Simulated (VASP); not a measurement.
# TiSi2 (P6/mmm) in VASP: notebook, part 2 of 3

VASP 6.6.1. Earlier steps stand in the parts before.

## Step 4: Single point, LDA

POSCAR reads:

```
TiSi2
1.0
    4.3746400000      0.0000000000      0.0000000000
   -2.1873200000      3.7885500000      0.0000000000
    0.0000000000      0.0000000000      2.5610100000
Ti Si
1 2
Direct
    0.0000000000      0.0000000000      0.0000000000
    0.3333300000      0.6666700000      0.5000000000
    0.6666700000      0.3333300000      0.5000000000
```

INCAR.step1 reads:

```
ALGO     = Normal         # electronic algorithm
EDIFF    = 1E-6           # SCF threshold, eV
ENCUT    = 520            # plane-wave cutoff, eV
ISIF     = 2              # what is computed and relaxed
ISMEAR   = -1             # smearing method
LASPH    = T              # aspherical terms in the spheres
LCHARG   = T              # write CHGCAR
LMAXMIX  = 4              # l up to which the mixer works
LREAL    = F              # projectors in reciprocal space
LWAVE    = F              # write WAVECAR
NBANDS   = 17             # bands
NELM     = 100            # most SCF steps
PREC     = Accurate       # precision mode
SIGMA    = 0.05           # smearing width, eV
```

KPOINTS.step1 reads:

```
k-points
0
Gamma
  4 4 6
```

INCAR.step2 reads:

```
ALGO     = Normal         # electronic algorithm
EDIFF    = 1E-6           # SCF threshold, eV
ENCUT    = 520            # plane-wave cutoff, eV
ICHARG   = 11             # starting density
ISIF     = 2              # what is computed and relaxed
ISMEAR   = -5             # smearing method
LASPH    = T              # aspherical terms in the spheres
LCHARG   = F              # write CHGCAR
LMAXMIX  = 4              # l up to which the mixer works
LORBIT   = 11             # projections on sites
LREAL    = F              # projectors in reciprocal space
LWAVE    = F              # write WAVECAR
NEDOS    = 2001           # points of the DOS
NELM     = 100            # most SCF steps
PREC     = Accurate       # precision mode
SIGMA    = 0.05           # smearing width, eV
```

KPOINTS.step2 reads:

```
k-points
0
Gamma
  6 6 9
```

Potentials or basis: VASP PAW LDA potentials, release 64 (Ti_sv, Si).

On the command line:

```sh
$ cat potpaw_LDA.64/Ti_sv/POTCAR potpaw_LDA.64/Si/POTCAR > POTCAR
$ cp INCAR.step1 INCAR
$ cp KPOINTS.step1 KPOINTS
$ mpirun -np 1 vasp_std > vasp.out
$ cp INCAR.step2 INCAR
$ cp KPOINTS.step2 KPOINTS
$ mpirun -np 1 vasp_std > vasp.out
```

OUTCAR:

```text
EDIFF = 1E-6
   ENCUT = 520
   ICHARG = 11
   ISIF = 2
   ISMEAR = -5
   LASPH = T
   LORBIT = 11
   LREAL = F
   NELM = 100
   PREC = Accurate

 ion  position               nearest neighbor table
   1  0.000  0.000  0.000-   2 2.83   3 2.83   2 2.83   3 2.83   3 2.83   3 2.83   2 2.83   2 2.83
                             3 2.83   3 2.83   2 2.83   2 2.83
   2  0.333  0.667  0.500-   3 2.53   3 2.53   3 2.53   1 2.83   1 2.83   1 2.83   1 2.83   1 2.83
                             1 2.83
   3  0.667  0.333  0.500-   2 2.53   2 2.53   2 2.53   1 2.83   1 2.83   1 2.83   1 2.83   1 2.83
                             1 2.83

  LATTYP: Found a hexagonal cell.
 ALAT       =     4.3746400000
 C/A-ratio  =     0.5854218861

  Lattice vectors:

 A1 = (   4.3746400000,   0.0000000000,   0.0000000000)
 A2 = (  -2.1873200000,   3.7885500000,   0.0000000000)
 A3 = (   0.0000000000,   0.0000000000,   2.5610100000)

Analysis of symmetry for initial positions (statically):
=====================================================================
 Subroutine PRICEL returns:
 Original cell was already a primitive cell.

 Routine SETGRP: Setting up the symmetry group for a
 hexagonal supercell.

 Subroutine GETGRP returns: Found  8 space group operations
 (whereof  8 operations were pure point group operations)
 out of a pool of 24 trial point group operations.

The static configuration has the point symmetry D_2h.

Analysis of symmetry for dynamics (positions and initial velocities):
=====================================================================
 Subroutine PRICEL returns:
 Original cell was already a primitive cell.

 Routine SETGRP: Setting up the symmetry group for a
 hexagonal supercell.

 Subroutine GETGRP returns: Found  8 space group operations
 (whereof  8 operations were pure point group operations)
 out of a pool of 24 trial point group operations.

The dynamic configuration has the point symmetry D_2h.

 Subroutine INISYM returns: Found  8 space group operations
 (whereof  8 operations are pure point group operations),
 and found     1 'primitive' translations

----------------------------------------------------------------------------------------

                                     Primitive cell

  volume of cell :      42.4450

  direct lattice vectors                    reciprocal lattice vectors
     4.374640000  0.000000000  0.000000000     0.228590238  0.131976614  0.000000000
    -2.187320000  3.788550000  0.000000000     0.000000000  0.263953227  0.000000000
     0.000000000  0.000000000  2.561010000     0.000000000  0.000000000  0.390470947

  length of vectors
     4.374640000  4.374640544  2.561010000     0.263953260  0.263953227  0.390470947

  position of ions in fractional coordinates (direct lattice)
     0.000000000  0.000000000  0.000000000
     0.333330000  0.666670000  0.500000000
     0.666670000  0.333330000  0.500000000

  ion indices of the primitive-cell ions
   primitive index   ion index
                 1           1
                 2           2
                 3           3

[... 57 lines left out ...]
   total plane-waves  NPLWV =  25920
   dimension x,y,z NGX =    36 NGY =   36 NGZ =   20
   dimension x,y,z NGXF=    72 NGYF=   72 NGZF=   40
   ions per type =               1   2
   NGX,Y,Z   is equivalent  to a cutoff of  13.68, 13.68, 12.98 a.u.
   NGXF,Y,Z  is equivalent  to a cutoff of  27.36, 27.36, 25.97 a.u.
 SYSTEM =  unknown system
   PREC   = accura    normal or accurate (medium, high low for compatibility)
   ISTART =      0    job   : 0-new  1-cont  2-samecut
   ICHARG =     11    charge: 1-file 2-atom 10-const
   ISPIN  =      1    spin polarized calculation?
   LNONCOLLINEAR =      F non collinear calculations
   LSORBIT =      F    spin-orbit coupling
   LASPH  =      T    aspherical Exc in radial PAW
   ENCUT  =  520.0 eV  38.22 Ry    6.18 a.u.   8.13  8.13  4.76*2*pi/ulx,y,z
   NELM   =    100;   NELMIN=  2; NELMDL=  0     # of ELM steps
   EDIFF  = 0.1E-05   stopping-criterion for ELM
   LREAL  =      F    real-space projection
   EDIFFG = 0.1E-04   stopping-criterion for IOM
   NSW    =      0    number of steps for IOM
   IBRION =     -1    ionic relax: 0-MD 1-quasi-New 2-CG
   NFREE  =      0    steps in history (QN), initial steepest desc. (CG)
   ISIF   =      2    stress and relaxation
   ISYM   =      2    0-nonsym 1-usesym 2-fastsym
   POTIM  = 0.5000    time-step for ionic-motion
   TEBEG  =    0.0;   TEEND  =   0.0 temperature during run
   PSTRESS=    0.0 pullay stress
   NELECT =      20.0000    total number of electrons
   NUPDOWN=      -1.0000    fix difference up-down
   EMIN   =  10.00;   EMAX   =-10.00  energy-range for DOS
   EFERMI =   0.00;   METHOD = LEGACY
   ISMEAR =    -5;   SIGMA  =   0.05  broadening in eV -4-tet -1-fermi 0-gaus
   EFERMI_NEDOS =   21; number of points for ismear=-14 and -15
   IALGO  =     38    algorithm
   IMIX   =      4    mixing-type and parameters
     AMIX     =   0.40;   BMIX     =  1.00
     AMIX_MAG =   1.60;   BMIX_MAG =  1.00
  volume/ion in A,a.u.               =      14.15        95.48
  Fermi-wavevector in a.u.,A,eV,Ry     =   1.273921  2.407362 22.080564  1.622876
  Thomas-Fermi vector in A             =   2.406718
   LORBIT       =     11    0 simple, 1 ext, 2 COOP (PROOUT), +10 PAW based schemes
   GGA     = CA    functional components
   LHFCALC =     F    Hartree Fock is set to
   AEXX    =    0.0000 exact exchange contribution
   IVDW    =     0    specifies the selected vdW correction
   LEPSILON=     F    determine dielectric tensor
   LRPA    =     F    only Hartree local field effects (RPA)
 non-spin polarized calculation
 Fermi weights with tetrahedron method with Bloechl corrections
  energy-cutoff  :      520.00
  volume of cell :       42.45
 maximum number of plane-waves:      1158
 NGX is ok and might be reduce to    36

 number of electron      20.0000000 magnetization

 Free energy of the ion-electron system (eV)
  ---------------------------------------------------
  ext. energy  EPLUGINS =         0.00000000
  ---------------------------------------------------
  free energy    TOTEN  =       -21.49874854 eV

  energy without entropy =      -21.49874854  energy(sigma->0) =      -21.49874854

 E-fermi :  10.4805     XC(G=0): -11.8286

 val. band max:       10.4628070770   @ k =   0.3333   0.0000   0.4444
 cond. band min:      10.4994000976   @ k =   0.5000   0.3333   0.4444
 fundamental gap:      0.0365930206
 Fermi energy:        10.4805442533

 k-point     1 :       0.0000    0.0000    0.0000
  band No.  band energies     occupation
      1     -45.5482      2.00000
      2     -22.2633      2.00000
      3     -22.2633      2.00000
      4     -21.5692      2.00000
      5      -2.6562      2.00000
      6       5.2666      2.00000
      7       5.2668      2.00000
      8       5.3717      2.00000
      9       8.8548      2.00000
     10       9.5537      2.00000
     11       9.5540      2.00000
     12      13.3023      0.00000
     13      13.3024      0.00000
     14      13.8151      0.00000
[... 377 lines left out ...]
      1     -45.5277      2.00000
      2     -22.2592      2.00000
      3     -22.2517      2.00000
      4     -21.7026      2.00000
      5      -0.6940      2.00000
      6       0.8899      2.00000
      7       4.4182      2.00000
      8       8.0497      2.00000
      9       9.5181      2.00000
     10      10.0284      2.05738
     11      12.1435      0.00000
     12      12.5342      0.00000
     13      12.9553      0.00000
     14      14.0200      0.00000

 [... further k-points ...]
[... 5 lines left out ...]
  --------------------------------------------------------------------------------------
  -------------------------------------------------------------------------------------
  Total       -2.1756379     -2.1728974     -1.5463968      0.0023740      0.0000000      0.0000000
  in kB      -82.1240936    -82.0206444    -58.3720442      0.0896132      0.0000000      0.0000000
  external PRESSURE =     -74.1722608 kB  Pullay stress =       0.0000000 kB

 VOLUME and BASIS-vectors are now :
 -----------------------------------------------------------------------------
  energy-cutoff  :      520.00
  volume of cell :       42.45
      direct lattice vectors                 reciprocal lattice vectors
     4.374640000  0.000000000  0.000000000     0.228590238  0.131976614  0.000000000
    -2.187320000  3.788550000  0.000000000     0.000000000  0.263953227  0.000000000
     0.000000000  0.000000000  2.561010000     0.000000000  0.000000000  0.390470947

 POSITION                                       TOTAL-FORCE (eV/Angst)
 -----------------------------------------------------------------------------------
      0.00000      0.00000      0.00000         0.000000      0.000000      0.000000
     -0.00002      2.52571      1.28051         0.001867     -0.001078      0.000000
      2.18734      1.26284      1.28051        -0.001867      0.001078      0.000000
 -----------------------------------------------------------------------------------
    total drift:                                0.000000      0.000000     -0.000000

  FREE ENERGIE OF THE ION-ELECTRON SYSTEM (eV)
  ---------------------------------------------------
  free  energy   TOTEN  =       -21.4987485370 eV

  energy  without entropy=      -21.4987485370  energy(sigma->0) =      -21.49874854

 total charge

# of ion       s       p       d       tot
------------------------------------------
    1        2.184   6.120   2.100  10.404
    2        0.762   0.872   0.000   1.634
    3        0.762   0.872   0.000   1.634
--------------------------------------------------
tot          3.707   7.865   2.100  13.671
```

Wall time 65 s (1 thread of Intel Xeon 8259CL, shared host); peak memory 0.17 GiB.

What came out:

| Item | Value |
| --- | --- |
| Valence electrons inside the program's atomic spheres | Ti 10.40; Si 1.63 |

Levels at points of the mesh, in eV from the Fermi level:
```csv
k point,band 7,band 8,band 9,band 10,band 11,band 12,band 13,band 14
"(0.00, 0.00, 0.00)",-5.21,-5.11,-1.63,-0.93,-0.93,2.82,2.82,3.33
"(0.50, 0.00, 0.00)",-5.27,-4.12,-0.80,-0.65,2.40,2.51,2.77,3.54
"(0.50, 0.50, 0.00)",-5.27,-4.12,-0.80,-0.65,2.40,2.51,2.77,3.53
```

Caveat: the k points lie up to 0.41 Å⁻¹ apart; tetrahedron occupations give inexact forces and stress in metals.

(Continued in part 3 of 3.)
